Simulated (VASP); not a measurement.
Here is a VASP 6.6.1 calculation.

The input INCAR:

```
PREC     = Accurate       # precision mode
ENCUT    = 520            # plane-wave cutoff, eV
EDIFF    = 1E-7           # SCF threshold, eV
ISMEAR   = -1             # smearing method
SIGMA    = 0.08           # smearing width, eV
LREAL    = F              # projectors in reciprocal space
LASPH    = T              # aspherical terms in the spheres
NELM     = 60             # most SCF steps
ALGO     = Normal         # electronic algorithm
ISIF     = 2              # what is computed and relaxed
LWAVE    = F              # write WAVECAR
LCHARG   = T              # write CHGCAR
LDIPOL   = T            
IDIPOL   = 3            
DIPOL    = 0.5 0.5 0.500
LELF     = T              # ELF
LVHAR    = T            
LVACPOTAV= T            
NBANDS   = 16             # bands
```

Contents of KPOINTS:

```
regular mesh
0
Gamma
  14 14 1
```

POSCAR

```
Al
1.0
    2.8168288156      0.0000000000      0.0000000000
    0.0000000000      2.8168288156      0.0000000000
    0.0000000000      0.0000000000     23.9672000000
Al
5
Direct
    0.0000000000      0.0000000000      0.3311100831
    0.5000000000      0.5000000000      0.4153402534
    0.0000000000      0.0000000000      0.4999999926
    0.5000000000      0.5000000000      0.5846597345
    0.0000000000      0.0000000000      0.6688899364
```

Potentials or basis: VASP PAW LDA potentials, release 64 (Al).

Command:

```console
$ cat potpaw_LDA.64/Al/POTCAR > POTCAR
$ mpirun -np 1 vasp_std > vasp.out
```

Estimate the largest force.

0.006 eV/Å.

What does it give for the band gap on the k mesh?

Zero (an odd number of electrons rules out a gap without spin polarisation).

Forces on the atoms (eV/Å):
```
Al   0.000  0.000 -0.006
Al   0.000  0.000  0.004
Al   0.000  0.000  0.000
Al   0.000  0.000 -0.004
Al   0.000  0.000  0.006
```
